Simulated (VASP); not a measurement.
# C: single point with HSE06

Crystal: C.

```
CELL_PARAMETERS angstrom
3.57714 0.00000 0.00000
0.00000 3.57714 0.00000
0.00000 0.00000 3.57714
ATOMIC_POSITIONS crystal
C 0.00033 0.49774 0.50241
C 0.50250 0.99895 0.49806
C 0.49934 0.50149 0.00000
C 0.24814 0.25049 0.25365
C 0.25173 0.74794 0.74943
C 0.74762 0.24920 0.75152
C 0.75077 0.75075 0.24782
```

* Program: VASP 6.6.1
* Task: single point
* Functional: HSE06
* Potentials or basis: VASP PAW PBE potentials, release 64 (C)
* Cutoff: 520 eV
* k mesh: 1 × 1 × 1
* Occupations: gaussian, width 0.01 eV
* Spin: no spin polarisation

```
Pressure               : -2.3 GPa
Largest force          : 6.725 eV/Å
Band gap on the k mesh : 1.71 eV
```

Forces on the atoms (eV/Å):
```
C    0.270  0.140  0.015
C   -0.088 -0.079  0.256
C    0.228 -0.136  0.156
C    3.036  3.296  4.367
C    3.398 -3.151 -4.602
C   -3.566  3.391 -4.584
C   -3.280 -3.459  4.393
```

Stress tensor (GPa, compression positive):
```
-23.93  -0.83  -1.06
 -0.83 -24.16   4.33
 -1.06   4.33  41.24
```

Levels at points of the mesh, in eV from the valence-band top:
| k point | band 12 | band 13 | band 14 | band 15 | band 16 | band 17 |
| --- | --- | --- | --- | --- | --- | --- |
| (0.00, 0.00, 0.00) | -7.02 | -6.97 | 0.00 | 1.71 | 1.76 | 3.89 |

Run time: 39 s on 1 thread of Intel Xeon 6975P-C (shared host), peak memory 0.24 GiB.

Caveat: the k points lie up to 1.76 Å⁻¹ apart; the PAW data sets were made with another functional, which shifts forces and pressure a little. A k mesh can miss the band edges.
